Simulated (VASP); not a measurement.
# S (Im-3m) in VASP: further runs

Runs on S. Level: PBE. Tasks: single point, relaxation of cell and atoms.

All numbers are computed with VASP 6.6.1; they aren't measurements. Logs are shortened: lines on timing, memory, paths and dates and some standing lists are left out, and cuts for length are marked.

**1. The cell of the first run**

Symmetry: Im-3m, No. 229, cubic system. Conventional cell: a = 3.130 Å, b = 3.130 Å, c = 3.130 Å, α = 90.00°, β = 90.00°, γ = 90.00°. Within 3.6 Å of S (site symmetry m-3m) lie 14 S at 2.71 to 3.13 Å.

This isn't the form of S at room conditions, which is orthorhombic, of S8 rings.

**2. Single point, PBE**

The input, INCAR:

```
SYSTEM = S
ALGO     = Normal         ! electronic algorithm
EDIFF    = 1E-6           ! SCF threshold, eV
ENCUT    = 520            ! plane-wave cutoff, eV
GGA      = PE             ! functional
ISIF     = 2              ! what is computed and relaxed
ISMEAR   = -1             ! smearing method
LASPH    = .True.         ! aspherical terms in the spheres
LCHARG   = .True.         ! write CHGCAR
LELF     = .True.         ! ELF
LREAL    = .False.        ! projectors in reciprocal space
LVHAR    = .True.       
LWAVE    = .False.        ! write WAVECAR
NBANDS   = 9              ! bands
NELM     = 80             ! most SCF steps
PREC     = Accurate       ! precision mode
SIGMA    = 0.08           ! smearing width, eV
```

The input, KPOINTS:

```
k-points
0
Gamma
  17 17 17
  0 0 0
```

The input, POSCAR:

```
S
1.0
   -1.5648188812      1.5648188812      1.5648188812
    1.5648188812     -1.5648188812      1.5648188812
    1.5648188812      1.5648188812     -1.5648188812
S
1
Direct
    0.0000000000      0.0000000000      0.0000000000
```

Potentials or basis: VASP PAW PBE potentials, release 64 (S).

Run with:

```sh
> cat potpaw_PBE.64/S/POTCAR > POTCAR
> mpirun -np 1 vasp_std > vasp.out
```

OUTCAR:

```text
SYSTEM = S
   EDIFF = 1E-6
   ENCUT = 520
   GGA = PE
   ISIF = 2
   ISMEAR = -1
   LASPH = .True.
   LREAL = .False.
   NELM = 80
   PREC = Accurate

 ion  position               nearest neighbor table
   1  0.000  0.000  0.000-

  LATTYP: Found a body centered cubic cell.
 ALAT       =     3.1296377624

  Lattice vectors:

 A1 = (  -1.5648188812,   1.5648188812,   1.5648188812)
 A2 = (   1.5648188812,  -1.5648188812,   1.5648188812)
 A3 = (   1.5648188812,   1.5648188812,  -1.5648188812)

Analysis of symmetry for initial positions (statically):
=====================================================================
 Subroutine PRICEL returns:
 Original cell was already a primitive cell.

 Routine SETGRP: Setting up the symmetry group for a
 body centered cubic supercell.

 Subroutine GETGRP returns: Found 48 space group operations
 (whereof 48 operations were pure point group operations)
 out of a pool of 48 trial point group operations.

The static configuration has the point symmetry O_h .

Analysis of symmetry for dynamics (positions and initial velocities):
=====================================================================
 Subroutine PRICEL returns:
 Original cell was already a primitive cell.

 Routine SETGRP: Setting up the symmetry group for a
 body centered cubic supercell.

 Subroutine GETGRP returns: Found 48 space group operations
 (whereof 48 operations were pure point group operations)
 out of a pool of 48 trial point group operations.

The dynamic configuration has the point symmetry O_h .

 Subroutine INISYM returns: Found 48 space group operations
 (whereof 48 operations are pure point group operations),
 and found     1 'primitive' translations

----------------------------------------------------------------------------------------

                                     Primitive cell

  volume of cell :      15.3268

  direct lattice vectors                    reciprocal lattice vectors
    -1.564818881  1.564818881  1.564818881     0.000000000  0.319525797  0.319525797
     1.564818881 -1.564818881  1.564818881     0.319525797  0.000000000  0.319525797
     1.564818881  1.564818881 -1.564818881     0.319525797  0.319525797  0.000000000

  length of vectors
     2.710345807  2.710345807  2.710345807     0.451877715  0.451877715  0.451877715

  position of ions in fractional coordinates (direct lattice)
     0.000000000  0.000000000  0.000000000

  ion indices of the primitive-cell ions
   primitive index   ion index
                 1           1

----------------------------------------------------------------------------------------

 KPOINTS: k-points

Automatic generation of k-mesh.
 Grid dimensions read from file:
 generate k-points for:   17   17   17

 Generating k-lattice:

  Cartesian coordinates                     Fractional coordinates (reciprocal lattice)
     0.000000000  0.018795635  0.018795635     0.058823529  0.000000000  0.000000000
     0.018795635  0.000000000  0.018795635     0.000000000  0.058823529  0.000000000
     0.018795635  0.018795635  0.000000000     0.000000000  0.000000000  0.058823529

  Length of vectors
     0.026581042  0.026581042  0.026581042

  Shift w.r.t. Gamma in fractional coordinates (k-lattice)
     0.000000000  0.000000000  0.000000000

 Subroutine IBZKPT returns following result:
 ===========================================

 Found    165 irreducible k-points:

 Following reciprocal coordinates:
            Coordinates               Weight
  0.000000  0.000000  0.000000      1.000000
  0.058824  0.000000  0.000000     12.000000
  0.117647  0.000000  0.000000     12.000000
  0.176471  0.000000  0.000000     12.000000
  0.235294  0.000000  0.000000     12.000000
  0.294118  0.000000  0.000000     12.000000
[... 16 lines left out ...]
  0.411765  0.117647  0.000000     48.000000
  0.176471  0.176471  0.000000     24.000000
 [... further k-points ...]
   k-points           NKPTS =    165   k-points in BZ     NKDIM =    165   number of bands    NBANDS=      9
   number of dos      NEDOS =    301   number of ions     NIONS =      1
   total plane-waves  NPLWV =   8000
   dimension x,y,z NGX =    20 NGY =   20 NGZ =   20
   dimension x,y,z NGXF=    40 NGYF=   40 NGZF=   40
   ions per type =               1
   NGX,Y,Z   is equivalent  to a cutoff of  12.27, 12.27, 12.27 a.u.
   NGXF,Y,Z  is equivalent  to a cutoff of  24.54, 24.54, 24.54 a.u.
 SYSTEM =  S
   PREC   = accura    normal or accurate (medium, high low for compatibility)
   ISTART =      0    job   : 0-new  1-cont  2-samecut
   ICHARG =      2    charge: 1-file 2-atom 10-const
   ISPIN  =      1    spin polarized calculation?
   LNONCOLLINEAR =      F non collinear calculations
   LSORBIT =      F    spin-orbit coupling
   LASPH  =      T    aspherical Exc in radial PAW
   ENCUT  =  520.0 eV  38.22 Ry    6.18 a.u.   5.04  5.04  5.04*2*pi/ulx,y,z
   NELM   =     80;   NELMIN=  2; NELMDL= -5     # of ELM steps
   EDIFF  = 0.1E-05   stopping-criterion for ELM
   LREAL  =      F    real-space projection
   EDIFFG = 0.1E-04   stopping-criterion for IOM
   NSW    =      0    number of steps for IOM
   IBRION =     -1    ionic relax: 0-MD 1-quasi-New 2-CG
   NFREE  =      0    steps in history (QN), initial steepest desc. (CG)
   ISIF   =      2    stress and relaxation
   ISYM   =      2    0-nonsym 1-usesym 2-fastsym
   POTIM  = 0.5000    time-step for ionic-motion
   TEBEG  =    0.0;   TEEND  =   0.0 temperature during run
   PSTRESS=    0.0 pullay stress
   NELECT =       6.0000    total number of electrons
   NUPDOWN=      -1.0000    fix difference up-down
   EMIN   =  10.00;   EMAX   =-10.00  energy-range for DOS
   EFERMI =   0.00;   METHOD = LEGACY
   ISMEAR =    -1;   SIGMA  =   0.08  broadening in eV -4-tet -1-fermi 0-gaus
   EFERMI_NEDOS =   21; number of points for ismear=-14 and -15
   IALGO  =     38    algorithm
   IMIX   =      4    mixing-type and parameters
     AMIX     =   0.40;   BMIX     =  1.00
     AMIX_MAG =   1.60;   BMIX_MAG =  1.00
  volume/ion in A,a.u.               =      15.33       103.43
  Fermi-wavevector in a.u.,A,eV,Ry     =   1.197589  2.263115 19.513743  1.434220
  Thomas-Fermi vector in A             =   2.333500
   LORBIT       =      0    0 simple, 1 ext, 2 COOP (PROOUT), +10 PAW based schemes
   GGA     = PE    functional components
[... 5 lines left out ...]
 non-spin polarized calculation
  energy-cutoff  :      520.00
  volume of cell :       15.33
 maximum number of plane-waves:       424
   NGX =  9   NGY =  9   NGZ =  9

 number of electron       6.0000000 magnetization

 Free energy of the ion-electron system (eV)
  ---------------------------------------------------
  ext. energy  EPLUGINS =         0.00000000
  ---------------------------------------------------
  free energy    TOTEN  =        -3.00594567 eV

  energy without entropy =       -2.99142588  energy(sigma->0) =       -2.99868577

 E-fermi :   8.1096     XC(G=0): -11.3186

 val. band max:        8.0666677657   @ k =   0.2941   0.2353   0.0588
 cond. band min:       8.1122270188   @ k =   0.3529   0.0588   0.0000
 fundamental gap:      0.0455592532
 Fermi energy:         8.1095919458

 k-point     1 :       0.0000    0.0000    0.0000
  band No.  band energies     occupation
      1      -9.1023      2.00000
      2      11.3185      0.00000
      3      11.3185      0.00000
      4      11.3185      0.00000
      5      20.3558      0.00000
      6      20.3558      0.00000
      7      20.3558      0.00000
      8      23.0643      0.00000
      9      24.1429      0.00000

 k-point     2 :       0.0588    0.0000    0.0000
  band No.  band energies     occupation
      1      -9.0127      2.00000
      2      10.8739      0.00000
      3      11.1402      0.00000
      4      11.2900      0.00000
      5      20.1123      0.00000
      6      20.3203      0.00000
      7      20.7066      0.00000
      8      23.3521      0.00000
      9      23.6349      0.00000

 k-point     3 :       0.1176    0.0000    0.0000
  band No.  band energies     occupation
      1      -8.7451      2.00000
      2       9.7099      0.00000
      3      10.6828      0.00000
      4      11.2075      0.00000
      5      19.5056      0.00000
      6      19.8858      0.00000
      7      21.6797      0.00000
      8      23.0617      0.00000
      9      23.9218      0.00000

 k-point     4 :       0.1765    0.0000    0.0000
  band No.  band energies     occupation
      1      -8.3040      2.00000
      2       8.1325      0.85788
      3      10.0964      0.00000
      4      11.0803      0.00000
      5      18.7549      0.00000
      6      18.9506      0.00000
      7      23.1174      0.00000
      8      23.1467      0.00000
      9      23.8841      0.00000
[... 205 lines left out ...]
 k-point    22 :       0.3529    0.1176    0.0000
  band No.  band energies     occupation
      1      -5.0102      2.00000
      2       1.6946      2.00000
      3       7.1004      1.99999
      4       9.7668      0.00000
      5      16.6260      0.00000
      6      18.1068      0.00000
      7      24.0487      0.00000
      8      26.3618      0.00000
      9      29.3144      0.00000

 k-point    23 :       0.4118    0.1176    0.0000
  band No.  band energies     occupation
      1      -4.3939      2.00000
      2       0.8109      2.00000
      3       6.9167      2.00000
      4       9.6851      0.00000
      5      16.4419      0.00000
      6      18.0115      0.00000
      7      24.9120      0.00000
      8      25.8055      0.00000
      9      30.4042      0.00000

 k-point    24 :       0.1765    0.1765    0.0000
  band No.  band energies     occupation
      1      -6.7812      2.00000
      2       5.0482      2.00000
      3       7.6729      1.99151
      4      10.0342      0.00000
      5      17.7694      0.00000
      6      19.1014      0.00000
      7      23.0326      0.00000
      8      23.7774      0.00000
      9      26.8140      0.00000

 [... further k-points ...]

------------------------ aborting loop because EDIFF is reached ----------------------------------------

  FORCE on cell =-STRESS in cart. coord.  units (eV):
  Direction    XX          YY          ZZ          XY          YZ          ZX
  --------------------------------------------------------------------------------------
  -------------------------------------------------------------------------------------
  Total        0.2050566      0.2050566      0.2050566      0.0000000      0.0000000     -0.0000000
  in kB       21.4354234     21.4354234     21.4354234      0.0000000      0.0000000     -0.0000000
  external PRESSURE =      21.4354234 kB  Pullay stress =       0.0000000 kB

 VOLUME and BASIS-vectors are now :
 -----------------------------------------------------------------------------
  energy-cutoff  :      520.00
  volume of cell :       15.33
      direct lattice vectors                 reciprocal lattice vectors
    -1.564818881  1.564818881  1.564818881     0.000000000  0.319525797  0.319525797
     1.564818881 -1.564818881  1.564818881     0.319525797  0.000000000  0.319525797
     1.564818881  1.564818881 -1.564818881     0.319525797  0.319525797  0.000000000

 POSITION                                       TOTAL-FORCE (eV/Angst)
 -----------------------------------------------------------------------------------
      0.00000      0.00000      0.00000        -0.000000     -0.000000      0.000000
 -----------------------------------------------------------------------------------
    total drift:                                0.000000      0.000000     -0.000000

  FREE ENERGIE OF THE ION-ELECTRON SYSTEM (eV)
  ---------------------------------------------------
  free  energy   TOTEN  =        -3.0059456706 eV

  energy  without entropy=       -2.9914258765  energy(sigma->0) =       -2.99868577
```

Wall time 14 s (1 thread of Intel Xeon 8259CL, shared host); peak memory 0.13 GiB.

Results:

```yaml
Free_energy: -3.0059 eV
Pressure: 2.1 GPa
Band_gap_on_the_k_mesh: zero (bands 3 and 4 overlap by 7.25 eV)
```

**3. Single point, PBE**

The input, INCAR:

```
SYSTEM = S
PREC = Accurate
ENCUT = 520
EDIFF = 1E-6
ISMEAR = -1
SIGMA = 0.08
LREAL = .FALSE.
LASPH = .TRUE.
NELM = 60
ALGO = Normal
ISIF = 2
LWAVE = .FALSE.
LCHARG = .TRUE.
GGA = PE
LELF = .TRUE.
LVHAR = .TRUE.
NBANDS = 9
```

The input, KPOINTS:

```
regular mesh
0
G
  17 17 17
  0 0 0
```

The input, POSCAR:

```
S
1.0
   -1.5650810366      1.5650810366      1.5650810366
    1.5650810366     -1.5650810366      1.5650810366
    1.5650810366      1.5650810366     -1.5650810366
S
1
Direct
    0.0000000000      0.0000000000      0.0000000000
```

Potentials or basis: VASP PAW PBE potentials, release 64 (S).

Run with:

```sh
> cat potpaw_PBE.64/S/POTCAR > POTCAR
> mpirun -np 1 vasp_std > vasp.out
```

It took 14 s on 1 thread of Intel Xeon 8259CL, shared host; peak memory 0.13 GiB.

It converged, with:

```
Free energy            : -3.0061 eV
Pressure               : 2.1 GPa
Band gap on the k mesh : zero (bands 3 and 4 overlap by 7.24 eV)
```

Levels at points of the mesh, in eV from the Fermi level:
```csv
k point,band 1,band 2,band 3,band 4,band 5,band 6,band 7,band 8
"(0.00, 0.00, 0.00)",-17.21,3.21,3.21,3.21,12.25,12.25,12.25,14.95
```

**4. Relaxation of cell and atoms, PBE, target pressure 2.3 GPa, at which the enthalpy is minimised**

The input, INCAR:

```
SYSTEM = S
  PREC = Accurate
  ENCUT = 600
  EDIFF = 1E-7
  ISMEAR = -1
  SIGMA = 0.08
  LREAL = .False.
  LASPH = .True.
  NELM = 100
  ALGO = Normal
  ISIF = 3
  LWAVE = .False.
  LCHARG = .False.
  GGA = PE
  IBRION = 2
  NSW = 32
  EDIFFG = -0.005
  PSTRESS = 23.0
```

The input, KPOINTS:

```
regular mesh
0
Gamma
  17 17 17
  0 0 0
```

The input, POSCAR:

```
S
1.0
   -1.5648188812      1.5648188812      1.5648188812
    1.5648188812     -1.5648188812      1.5648188812
    1.5648188812      1.5648188812     -1.5648188812
S
1
Direct
    0.0000000000      0.0000000000      0.0000000000
```

Run with:

```sh
> cat potpaw_PBE.64/S/POTCAR > POTCAR
> mpirun -np 1 vasp_std > vasp.out
```

Run time: 19 s. Hardware: 1 thread of Intel Xeon 8259CL, shared host; peak memory 0.14 GiB.

Results (log left out):

```
Free energy                                                : -3.0058 eV
Relaxed volume                                             : 15.30 Å³/atom
Relaxed cell                                               : a = 2.709 Å, b = 2.709 Å, c = 2.709 Å, α = 109.47°, β = 109.47°, γ = 109.47°
Space group after relaxing (to 0.1 Å)                      : Im-3m (No. 229)
Energy change on relaxing (the run minimises the enthalpy) : +0.4 meV/atom
Ionic steps                                                : 2
Pressure after relaxing                                    : 2.3 GPa
Band gap on the k mesh                                     : zero (bands 3 and 4 overlap by 7.27 eV)
```

The path:
| step | energy change (eV) | largest force (eV/Å) | pressure (GPa) | volume (Å³) |
| --- | --- | --- | --- | --- |
| 1 | 0.0000 | 0.0000 | 2.18 | 15.33 |
| 2 | 0.0004 | 0.0000 | 2.33 | 15.30 |

Final structure:
```cif
data_structure
_symmetry_space_group_name_H-M 'P 1'
_symmetry_Int_Tables_number 1
_cell_length_a 2.7088
_cell_length_b 2.7088
_cell_length_c 2.7088
_cell_angle_alpha 109.471
_cell_angle_beta 109.471
_cell_angle_gamma 109.471
_cell_volume 15.30
loop_
_atom_site_label
_atom_site_type_symbol
_atom_site_fract_x
_atom_site_fract_y
_atom_site_fract_z
_atom_site_occupancy
S1 S 0.00000 0.00000 0.00000 1
```

Levels at points of the mesh, in eV from the Fermi level:
| k point | band 1 | band 2 | band 3 | band 4 | band 5 | band 6 | band 7 |
| --- | --- | --- | --- | --- | --- | --- | --- |
| (0.00, 0.00, 0.00) | -17.23 | 3.22 | 3.22 | 3.22 | 12.25 | 12.25 | 12.25 |

Caveat: the cell is relaxed towards a set pressure, so the run minimises the enthalpy, not the energy.

**5. Relaxation of cell and atoms, PBE, target pressure 2.3 GPa, at which the enthalpy is minimised**

This run uses another cell than the first one, of 15.46 Å³/atom.

The input, INCAR:

```
SYSTEM = S
ALGO     = Normal         ! electronic algorithm
EDIFF    = 1E-6           ! SCF threshold, eV
EDIFFG   = -0.005         ! ionic threshold
ENCUT    = 600            ! plane-wave cutoff, eV
GGA      = PE             ! functional
IBRION   = 2              ! ionic algorithm
ISIF     = 3              ! what is computed and relaxed
ISMEAR   = -1             ! smearing method
LASPH    = .TRUE.         ! aspherical terms in the spheres
LCHARG   = .FALSE.        ! write CHGCAR
LREAL    = .FALSE.        ! projectors in reciprocal space
LWAVE    = .FALSE.        ! write WAVECAR
NELM     = 60             ! most SCF steps
NSW      = 60             ! ionic steps
PREC     = Accurate       ! precision mode
PSTRESS  = 23.0         
SIGMA    = 0.08           ! smearing width, eV
```

The input, KPOINTS:

```
k-points
0
G
  17 17 17
  0 0 0
```

The input, POSCAR:

```
S
1.0
   -1.5692866088      1.5692866088      1.5692866088
    1.5692866088     -1.5692866088      1.5692866088
    1.5692866088      1.5692866088     -1.5692866088
S
1
Direct
    0.0000000000      0.0000000000      0.0000000000
```

Run with:

```sh
> cat potpaw_PBE.64/S/POTCAR > POTCAR
> mpirun -np 1 vasp_std > vasp.out
```

It took 24 s on 1 thread of Intel Xeon 8259CL, shared host; peak memory 0.15 GiB.

Results (log left out):

```yaml
Free_energy: -3.0059 eV
Relaxed_volume: 15.31 Å³/atom
Relaxed_cell: a = 2.709 Å, b = 2.709 Å, c = 2.709 Å, α = 109.47°, β = 109.47°, γ = 109.47°
Space_group_after_relaxing_to_0.1_Å: Im-3m (No. 229)
Energy_change_on_relaxing_the_run_minimises_the_enthalpy: +1.8 meV/atom
Ionic_steps: 3
Pressure_after_relaxing: 2.3 GPa
Band_gap_on_the_k_mesh: zero (bands 3 and 4 overlap by 7.26 eV)
```

Step by step:
| step | energy change (eV) | largest force (eV/Å) | pressure (GPa) | volume (Å³) |
| --- | --- | --- | --- | --- |
| 1 | 0.0000 | 0.0000 | 1.42 | 15.46 |
| 2 | 0.0023 | 0.0000 | 2.53 | 15.27 |
| 3 | 0.0018 | 0.0000 | 2.31 | 15.31 |

Final structure:
```
S
1.0
    -1.56412    1.56412    1.56412
     1.56412   -1.56412    1.56412
     1.56412    1.56412   -1.56412
S
1
Direct
  0.00000 0.00000 0.00000
```

Levels at points of the mesh, in eV from the Fermi level:
| k point | band 1 | band 2 | band 3 | band 4 | band 5 | band 6 | band 7 |
| --- | --- | --- | --- | --- | --- | --- | --- |
| (0.00, 0.00, 0.00) | -17.23 | 3.22 | 3.22 | 3.22 | 12.25 | 12.25 | 12.25 |

Caveat: the cell is relaxed towards a set pressure, so the run minimises the enthalpy, not the energy.

**6. Summary**

| task | cell | cutoff (eV) | gap on the mesh (eV) | pressure (GPa) |
| --- | --- | --- | --- | --- |
| single point | a = 2.710 Å, angles 109.5°, 1 atom | 520 | none | 2.1 |
| single point | a = 2.711 Å, angles 109.5°, 1 atom | 520 | none | 2.1 |
| relaxation of cell and atoms | relaxed to 2.3 GPa from a = 2.710 Å, angles 109.5°, 1 atom | 600 | none | 2.3 |
| relaxation of cell and atoms | relaxed to 2.3 GPa from a = 2.718 Å, angles 109.5°, 1 atom | 600 | none | 2.3 |

Alike in all rows: level PBE; potentials or basis VASP PAW PBE potentials, release 64 (S); no spin polarisation; k mesh 17 × 17 × 17; smearing fermi-dirac 0.08 eV.

Caveats: the cell is relaxed towards a set pressure, so the run minimises the enthalpy, not the energy (at least some runs).

Absolute energies hang on the potentials; compare differences alone.
